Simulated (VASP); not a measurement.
# MgO (P6_3mc) in VASP: a series of runs

Runs on MgO. Level: PBEsol. Tasks: single point.

Program: VASP 6.6.1. These are calculated values, not measurements. Logs are shortened: lines on timing, memory, paths and dates and some standing lists are left out, and cuts for length are marked.

**1. The cell of the first run**

Symmetry: P6_3mc, No. 186, hexagonal system. The conventional cell has a = 3.093 Å, b = 3.093 Å, c = 11.249 Å, α = 90.00°, β = 90.00°, γ = 120.00°. Mg (site symmetry 3m) has 4 O at 1.91 to 2.13 Å within 2.5 Å. Within 2.5 Å of Mg (site symmetry 3m) lie 4 O at 1.90 to 2.15 Å. Within 2.5 Å of O (site symmetry 3m) lie 4 Mg at 1.90 to 2.13 Å. O (site symmetry 3m) has 4 Mg at 1.91 to 2.15 Å within 2.5 Å.

**2. Single point, PBEsol**

The input, INCAR:

```
PREC = Accurate
ENCUT = 520
EDIFF = 1E-6
ISMEAR = 0
SIGMA = 0.05
LREAL = F
LASPH = T
NELM = 100
ALGO = Normal
ISIF = 2
LWAVE = F
LCHARG = F
GGA = PS
NBANDS = 26
```

The input, KPOINTS:

```
regular mesh
0
Gamma
  9 9 4
```

The input, POSCAR:

```
MgO
1.0
    3.0926000000      0.0000000000      0.0000000000
   -1.5463000000      2.6782701637      0.0000000000
    0.0000000000      0.0000000000     11.2493000000
Mg O
4 4
Direct
    0.3333333333      0.6666666667      0.9695925587
    0.0000000000      0.0000000000      0.2209429155
    0.0000000000      0.0000000000      0.7209429155
    0.6666666667      0.3333333333      0.4695925587
    0.3333333333      0.6666666667      0.7799203897
    0.0000000000      0.0000000000      0.5295423161
    0.0000000000      0.0000000000      0.0295423161
    0.6666666667      0.3333333333      0.2799203897
```

Potentials or basis: VASP PAW PBE potentials, release 64 (Mg, O).

The run is started by

```
> cat potpaw_PBE.64/Mg/POTCAR potpaw_PBE.64/O/POTCAR > POTCAR
> mpirun -np 1 vasp_std > vasp.out
```

OUTCAR:

```text
PREC = Accurate
   ENCUT = 520
   EDIFF = 1E-6
   ISMEAR = 0
   LREAL = F
   LASPH = T
   NELM = 100
   ISIF = 2
   GGA = PS

 ion  position               nearest neighbor table
   1  0.333  0.667  0.970-   7 1.91   7 1.91   7 1.91   5 2.13   3 3.32   3 3.32   3 3.32   2 3.34
                             2 3.34   2 3.34
   2  0.000  0.000  0.221-   8 1.90   8 1.90   8 1.90   7 2.15   4 3.32   4 3.32   4 3.32   1 3.34
                             1 3.34   1 3.34
   3  0.000  0.000  0.721-   5 1.90   5 1.90   5 1.90   6 2.15   1 3.32   1 3.32   1 3.32   4 3.34
                             4 3.34   4 3.34
   4  0.667  0.333  0.470-   6 1.91   6 1.91   6 1.91   8 2.13   2 3.32   2 3.32   2 3.32   3 3.34
                             3 3.34   3 3.34
   5  0.333  0.667  0.780-   3 1.90   3 1.90   3 1.90   1 2.13
   6  0.000  0.000  0.530-   4 1.91   4 1.91   4 1.91   3 2.15
   7  0.000  0.000  0.030-   1 1.91   1 1.91   1 1.91   2 2.15
   8  0.667  0.333  0.280-   2 1.90   2 1.90   2 1.90   4 2.13

  LATTYP: Found a hexagonal cell.
 ALAT       =     3.0926000000
 C/A-ratio  =     3.6374894910

  Lattice vectors:

 A1 = (   3.0926000000,   0.0000000000,   0.0000000000)
 A2 = (  -1.5463000000,   2.6782701637,   0.0000000000)
 A3 = (   0.0000000000,   0.0000000000,  11.2493000000)

Analysis of symmetry for initial positions (statically):
=====================================================================
 Subroutine PRICEL returns:
 Original cell was already a primitive cell.

 Routine SETGRP: Setting up the symmetry group for a
 hexagonal supercell.

 Subroutine GETGRP returns: Found 12 space group operations
 (whereof  6 operations were pure point group operations)
 out of a pool of 24 trial point group operations.

The static configuration has the point symmetry C_3v.
 The point group associated with its full space group is C_6v.

Analysis of symmetry for dynamics (positions and initial velocities):
=====================================================================
 Subroutine PRICEL returns:
 Original cell was already a primitive cell.

 Routine SETGRP: Setting up the symmetry group for a
 hexagonal supercell.

 Subroutine GETGRP returns: Found 12 space group operations
 (whereof  6 operations were pure point group operations)
 out of a pool of 24 trial point group operations.

The dynamic configuration has the point symmetry C_3v.
 The point group associated with its full space group is C_6v.

 Subroutine INISYM returns: Found 12 space group operations
 (whereof  6 operations are pure point group operations),
 and found     1 'primitive' translations

----------------------------------------------------------------------------------------

                                     Primitive cell

  volume of cell :      93.1759

  direct lattice vectors                    reciprocal lattice vectors
     3.092600000  0.000000000  0.000000000     0.323352519  0.186687664  0.000000000
    -1.546300000  2.678270164  0.000000000     0.000000000  0.373375328  0.000000000
     0.000000000  0.000000000 11.249300000     0.000000000  0.000000000  0.088894420

  length of vectors
     3.092600000  3.092600000 11.249300000     0.373375328  0.373375328  0.088894420

  position of ions in fractional coordinates (direct lattice)
     0.333333333  0.666666667  0.969592559
     0.000000000  0.000000000  0.220942915
     0.000000000  0.000000000  0.720942915
     0.666666667  0.333333333  0.469592559
     0.333333333  0.666666667  0.779920390
     0.000000000  0.000000000  0.529542316
     0.000000000  0.000000000  0.029542316
     0.666666667  0.333333333  0.279920390

  ion indices of the primitive-cell ions
   primitive index   ion index
                 1           1
                 2           2
                 3           3
                 4           4
                 5           5
                 6           6
                 7           7
                 8           8

----------------------------------------------------------------------------------------

 KPOINTS: regular mesh

Automatic generation of k-mesh.
 Grid dimensions read from file:
 generate k-points for:    9    9    4

 Generating k-lattice:

  Cartesian coordinates                     Fractional coordinates (reciprocal lattice)
     0.035928058  0.020743074  0.000000000     0.111111111  0.000000000  0.000000000
     0.000000000  0.041486148  0.000000000     0.000000000  0.111111111  0.000000000
     0.000000000  0.000000000  0.022223605     0.000000000  0.000000000  0.250000000

  Length of vectors
     0.041486148  0.041486148  0.022223605

  Shift w.r.t. Gamma in fractional coordinates (k-lattice)
     0.000000000  0.000000000  0.000000000

 Subroutine IBZKPT returns following result:
 ===========================================

 Found     36 irreducible k-points:

 Following reciprocal coordinates:
            Coordinates               Weight
  0.000000  0.000000  0.000000      1.000000
  0.111111  0.000000  0.000000      6.000000
  0.222222  0.000000  0.000000      6.000000
  0.333333  0.000000  0.000000      6.000000
  0.444444  0.000000  0.000000      6.000000
  0.111111  0.111111  0.000000      6.000000
[... 16 lines left out ...]
  0.333333  0.222222  0.250000     24.000000
  0.333333  0.333333  0.250000      4.000000
 [... further k-points ...]
   k-points           NKPTS =     36   k-points in BZ     NKDIM =     36   number of bands    NBANDS=     26
   number of dos      NEDOS =    301   number of ions     NIONS =      8
   total plane-waves  NPLWV =  48384
   dimension x,y,z NGX =    24 NGY =   24 NGZ =   84
   dimension x,y,z NGXF=    48 NGYF=   48 NGZF=  168
   ions per type =               4   4
   NGX,Y,Z   is equivalent  to a cutoff of  12.90, 12.90, 12.41 a.u.
   NGXF,Y,Z  is equivalent  to a cutoff of  25.80, 25.80, 24.83 a.u.
 SYSTEM =  unknown system
   PREC   = accura    normal or accurate (medium, high low for compatibility)
   ISTART =      0    job   : 0-new  1-cont  2-samecut
   ICHARG =      2    charge: 1-file 2-atom 10-const
   ISPIN  =      1    spin polarized calculation?
   LNONCOLLINEAR =      F non collinear calculations
   LSORBIT =      F    spin-orbit coupling
   LASPH  =      T    aspherical Exc in radial PAW
[... 25 lines left out ...]
  Thomas-Fermi vector in A             =   2.283139
   LORBIT       =      0    0 simple, 1 ext, 2 COOP (PROOUT), +10 PAW based schemes
   GGA     = PS    functional components
   LHFCALC =     F    Hartree Fock is set to
   AEXX    =    0.0000 exact exchange contribution
   IVDW    =     0    specifies the selected vdW correction
   LEPSILON=     F    determine dielectric tensor
   LRPA    =     F    only Hartree local field effects (RPA)
 non-spin polarized calculation
 Gauss-broadening in eV      SIGMA  =   0.05
  energy-cutoff  :      520.00
  volume of cell :       93.18
 maximum number of plane-waves:      2522
 NGX is ok and might be reduce to    24
   NGX = 11   NGY = 11   NGZ = 41

 number of electron      31.9999972 magnetization

 Free energy of the ion-electron system (eV)
  ---------------------------------------------------
  ext. energy  EPLUGINS =         0.00000000
  ---------------------------------------------------
  free energy    TOTEN  =       -48.16883290 eV

  energy without entropy =      -48.16883290  energy(sigma->0) =      -48.16883290

 E-fermi :   1.1619     XC(G=0): -10.0299

 val. band max:        0.8990708577   @ k =   0.0000   0.0000   0.0000
 cond. band min:       4.3262348802   @ k =   0.0000   0.0000   0.0000
 fundamental gap:      3.4271640225
 Fermi energy:         1.1618958214

 k-point     1 :       0.0000    0.0000    0.0000
  band No.  band energies     occupation
      1     -15.1353      2.00000
      2     -14.8946      2.00000
      3     -14.8421      2.00000
      4     -14.5795      2.00000
      5      -2.5760      2.00000
      6      -1.3677      2.00000
[... 18 lines left out ...]
     25      16.7330      0.00000
     26      16.7330      0.00000

 k-point     2 :       0.1111    0.0000    0.0000
  band No.  band energies     occupation
      1     -15.0570      2.00000
      2     -14.8293      2.00000
      3     -14.7771      2.00000
      4     -14.5300      2.00000
      5      -2.4218      2.00000
      6      -1.3266      2.00000
[... 18 lines left out ...]
     25      15.6184      0.00000
     26      16.3765      0.00000

 k-point     3 :       0.2222    0.0000    0.0000
  band No.  band energies     occupation
      1     -14.8492      2.00000
      2     -14.6591      2.00000
      3     -14.6076      2.00000
      4     -14.4050      2.00000
      5      -1.9890      2.00000
      6      -1.3583      2.00000
[... 18 lines left out ...]
     25      14.7277      0.00000
     26      14.9636      0.00000

 k-point     4 :       0.3333    0.0000    0.0000
  band No.  band energies     occupation
      1     -14.5879      2.00000
      2     -14.4563      2.00000
      3     -14.4054      2.00000
      4     -14.2693      2.00000
      5      -1.7830      2.00000
      6      -1.6670      2.00000
[... 18 lines left out ...]
     25      14.0191      0.00000
     26      14.5811      0.00000

 k-point     5 :       0.4444    0.0000    0.0000
  band No.  band energies     occupation
      1     -14.3880      2.00000
      2     -14.3186      2.00000
      3     -14.2674      2.00000
      4     -14.1976      2.00000
      5      -2.1986      2.00000
      6      -1.9857      2.00000
[... 18 lines left out ...]
     25      14.0599      0.00000
     26      14.3758      0.00000

 k-point     6 :       0.1111    0.1111    0.0000
  band No.  band energies     occupation
      1     -14.9139      2.00000
      2     -14.7114      2.00000
      3     -14.6597      2.00000
      4     -14.4426      2.00000
      5      -2.1277      2.00000
      6      -1.3103      2.00000
[... 427 lines left out ...]
 k-point    21 :       0.4444    0.1111    0.2500
  band No.  band energies     occupation
      1     -14.3263      2.00000
      2     -14.2942      2.00000
      3     -14.2204      2.00000
      4     -14.1883      2.00000
      5      -2.1185      2.00000
      6      -1.9594      2.00000
[... 18 lines left out ...]
     25      14.1006      0.00000
     26      14.3555      0.00000

 k-point    22 :       0.2222    0.2222    0.2500
  band No.  band energies     occupation
      1     -14.4563      2.00000
      2     -14.3940      2.00000
      3     -14.2874      2.00000
      4     -14.2243      2.00000
      5      -1.6435      2.00000
      6      -1.5632      2.00000
[... 18 lines left out ...]
     25      14.3253      0.00000
     26      14.4147      0.00000

 k-point    23 :       0.3333    0.2222    0.2500
  band No.  band energies     occupation
      1     -14.2957      2.00000
      2     -14.2692      2.00000
      3     -14.2017      2.00000
      4     -14.1765      2.00000
      5      -1.7909      2.00000
      6      -1.6775      2.00000
[... 18 lines left out ...]
     25      14.0079      0.00000
     26      14.1118      0.00000

 k-point    24 :       0.3333    0.3333    0.2500
  band No.  band energies     occupation
      1     -14.2244      2.00000
      2     -14.2244      2.00000
      3     -14.1762      2.00000
      4     -14.1744      2.00000
      5      -1.4525      2.00000
      6      -1.4525      2.00000
[... 18 lines left out ...]
     25      13.7860      0.00000
     26      13.9674      0.00000

 [... further k-points ...]

------------------------ aborting loop because EDIFF is reached ----------------------------------------

  FORCE on cell =-STRESS in cart. coord.  units (eV):
  Direction    XX          YY          ZZ          XY          YZ          ZX
  --------------------------------------------------------------------------------------
  -------------------------------------------------------------------------------------
  Total        9.2388586      9.2388586     -7.6805934      0.0000000      0.0000000      0.0000000
  in kB      158.8639174    158.8639174   -132.0692539      0.0000000      0.0000000      0.0000000
  external PRESSURE =      61.8861936 kB  Pullay stress =       0.0000000 kB

 VOLUME and BASIS-vectors are now :
 -----------------------------------------------------------------------------
  energy-cutoff  :      520.00
  volume of cell :       93.18
      direct lattice vectors                 reciprocal lattice vectors
     3.092600000  0.000000000  0.000000000     0.323352519  0.186687664  0.000000000
    -1.546300000  2.678270164  0.000000000     0.000000000  0.373375328  0.000000000
     0.000000000  0.000000000 11.249300000     0.000000000  0.000000000  0.088894420

 POSITION                                       TOTAL-FORCE (eV/Angst)
 -----------------------------------------------------------------------------------
     -0.00000      1.78551     10.90724         0.000000      0.000000     -0.831848
      0.00000      0.00000      2.48545        -0.000000      0.000000     -0.911479
      0.00000      0.00000      8.11010         0.000000     -0.000000     -0.911479
      1.54630      0.89276      5.28259        -0.000000      0.000000     -0.831848
     -0.00000      1.78551      8.77356        -0.000000      0.000000      0.897744
      0.00000      0.00000      5.95698         0.000000      0.000000      0.845584
      0.00000      0.00000      0.33233         0.000000      0.000000      0.845584
      1.54630      0.89276      3.14891         0.000000     -0.000000      0.897744
 -----------------------------------------------------------------------------------
    total drift:                                0.000000      0.000000      0.001925

  FREE ENERGIE OF THE ION-ELECTRON SYSTEM (eV)
  ---------------------------------------------------
  free  energy   TOTEN  =       -48.1688329005 eV

  energy  without entropy=      -48.1688329005  energy(sigma->0) =      -48.16883290
```

Wall time 44 s (1 thread of AMD EPYC 9R45 (Zen 5), shared host); peak memory 0.21 GiB.

What came out:

```yaml
Free_energy: -48.1688 eV
Pressure: 6.2 GPa
Largest_force: 0.911 eV/Å
Band_gap_on_the_k_mesh: 3.43 eV, direct
```

Forces in eV/Å, atoms in the order of the input:
```
Mg   0.000  0.000 -0.832
Mg   0.000  0.000 -0.911
Mg   0.000  0.000 -0.911
Mg   0.000  0.000 -0.832
O    0.000  0.000  0.898
O    0.000  0.000  0.846
O    0.000  0.000  0.846
O    0.000  0.000  0.898
```

Stress tensor (GPa, compression positive):
```
 15.89   0.00   0.00
  0.00  15.89   0.00
  0.00   0.00 -13.21
```

Levels at points of the mesh, in eV from the valence-band top:
```
           k point  band 13  band 14  band 15  band 16  band 17  band 18  band 19  band 20
(0.00, 0.00, 0.00)    -0.03    -0.03     0.00     0.00     3.43     5.84     5.89     8.89
(0.00, 0.00, 0.50)    -0.01    -0.01    -0.01    -0.01     4.26     4.26     7.51     7.51
```

Caveat: the PAW data sets were made with another functional, which shifts forces and pressure a little. A k mesh can miss the band edges.

**3. Single point, PBEsol**

This run uses another cell than the first one, of 12.06 Å³/atom, 1.035 times its volume.

The input, INCAR:

```
SYSTEM = MgO
ALGO = Normal
EDIFF = 1E-7
ENCUT = 520
GGA = PS
ISIF = 2
ISMEAR = 0
LASPH = .True.
LCHARG = .True.
LELF = .True.
LREAL = .False.
LVHAR = .True.
LWAVE = .False.
NBANDS = 26
NELM = 60
PREC = Accurate
SIGMA = 0.05
```

The input, KPOINTS:

```
k-points
0
Gamma
  9 9 4
  0 0 0
```

Edit POSCAR of step 2 so:

```diff
@@ -2,4 +2,4 @@
 1.0
-    3.0926000000      0.0000000000      0.0000000000
-   -1.5463000000      2.6782701637      0.0000000000
+    3.1469000000      0.0000000000      0.0000000000
+   -1.5734500000      2.7252953432      0.0000000000
     0.0000000000      0.0000000000     11.2493000000
```

Potentials or basis: VASP PAW PBE potentials, release 64 (Mg, O).

The run is started by

```
> cat potpaw_PBE.64/Mg/POTCAR potpaw_PBE.64/O/POTCAR > POTCAR
> mpirun -np 1 vasp_std > vasp.out
```

Wall time 53 s (1 thread of AMD EPYC 9R45 (Zen 5), shared host); peak memory 0.21 GiB.

Results (log left out):

```yaml
Free_energy: -48.4202 eV
Pressure: 0.9 GPa
Largest_force: 0.674 eV/Å
Band_gap_on_the_k_mesh: 3.31 eV, direct
```

Forces on the atoms (eV/Å):
```
Mg   0.000  0.000 -0.613
Mg   0.000  0.000 -0.674
Mg   0.000  0.000 -0.674
Mg   0.000  0.000 -0.613
O    0.000  0.000  0.670
O    0.000  0.000  0.617
O    0.000  0.000  0.617
O    0.000  0.000  0.670
```

Stress tensor (GPa, compression positive):
```
  8.43   0.00   0.00
  0.00   8.43   0.00
  0.00   0.00 -14.22
```

Levels at points of the mesh, in eV from the valence-band top:
| k point | band 13 | band 14 | band 15 | band 16 | band 17 | band 18 | band 19 | band 20 |
| --- | --- | --- | --- | --- | --- | --- | --- | --- |
| (0.00, 0.00, 0.00) | -0.04 | -0.04 | 0.00 | 0.00 | 3.31 | 5.67 | 5.73 | 8.69 |
| (0.00, 0.00, 0.50) | -0.02 | -0.02 | -0.02 | -0.02 | 4.14 | 4.14 | 7.32 | 7.32 |

Caveat: the PAW data sets were made with another functional, which shifts forces and pressure a little.

**4. Single point, PBEsol**

This run uses another cell than the first one, of 13.17 Å³/atom, 1.131 times its volume.

The input, INCAR:

```
PREC = Accurate
ENCUT = 520
EDIFF = 1E-6
ISMEAR = 0
SIGMA = 0.05
LREAL = False
LASPH = True
NELM = 80
ALGO = Normal
ISIF = 2
LWAVE = False
LCHARG = True
GGA = PS
LELF = True
LVHAR = True
NBANDS = 26
```

The input, KPOINTS:

```
regular mesh
0
Gamma
  9 9 4
```

Edit POSCAR of step 3 so:

```diff
@@ -2,5 +2,5 @@
 1.0
-    3.1469000000      0.0000000000      0.0000000000
-   -1.5734500000      2.7252953432      0.0000000000
-    0.0000000000      0.0000000000     11.2493000000
+    3.4182000000      0.0000000000      0.0000000000
+   -1.7091000000      2.9602480352      0.0000000000
+    0.0000000000      0.0000000000     10.4160299547
 Mg O
```

The run is started by

```
> cat potpaw_PBE.64/Mg/POTCAR potpaw_PBE.64/O/POTCAR > POTCAR
> mpirun -np 1 vasp_std > vasp.out
```

Wall time 57 s (1 thread of AMD EPYC 9R45 (Zen 5), shared host); peak memory 0.24 GiB.

The run converged. Its results:

| Item | Value |
| --- | --- |
| Free energy | -48.5104 eV |
| Pressure | -9.8 GPa |
| Largest force | 0.328 eV/Å |
| Band gap on the k mesh | 2.86 eV, direct |

Forces in eV/Å, atoms in the order of the input:
```
Mg   0.000  0.000  0.268
Mg   0.000  0.000  0.328
Mg   0.000  0.000  0.328
Mg   0.000  0.000  0.268
O    0.000  0.000 -0.291
O    0.000  0.000 -0.305
O    0.000  0.000 -0.305
O    0.000  0.000 -0.291
```

Stress tensor (GPa, compression positive):
```
-12.74   0.00   0.00
  0.00 -12.74   0.00
  0.00   0.00  -3.86
```

Levels at points of the mesh, in eV from the valence-band top:
| k point | band 12 | band 13 | band 14 | band 15 | band 16 | band 17 | band 18 | band 19 | band 20 | band 21 |
| --- | --- | --- | --- | --- | --- | --- | --- | --- | --- | --- |
| (0.00, 0.00, 0.00) | -0.35 | -0.35 | -0.22 | -0.22 | 0.00 | 2.86 | 5.13 | 5.27 | 7.69 | 9.17 |
| (0.00, 0.00, 0.50) | -0.46 | -0.26 | -0.26 | -0.26 | -0.26 | 3.70 | 3.70 | 6.70 | 6.70 | 10.34 |

Caveat: the PAW data sets were made with another functional, which shifts forces and pressure a little. A k mesh can miss the band edges.

**5. Summary**

```csv
cell,gap on the mesh (eV),pressure (GPa),largest force (eV/Å)
"a = 3.093, b = 3.093, c = 11.249 Å, angles 90.0, 90.0, 120.0°, 8 atoms",3.43,6.2,0.91
"a = 3.147, b = 3.147, c = 11.249 Å, angles 90.0, 90.0, 120.0°, 8 atoms",3.31,0.9,0.67
"a = 3.418, b = 3.418, c = 10.416 Å, angles 90.0, 90.0, 120.0°, 8 atoms",2.86,-9.8,0.33
```

Alike in all rows: task single point; level PBEsol; potentials or basis VASP PAW PBE potentials, release 64 (Mg, O); no spin polarisation; k mesh 9 × 9 × 4; cutoff (eV) 520; smearing gaussian 0.05 eV.

Caveats: the PAW data sets were made with another functional, which shifts forces and pressure a little.

Total energies depend on the potentials used, so only differences within one code and one set of settings carry meaning.
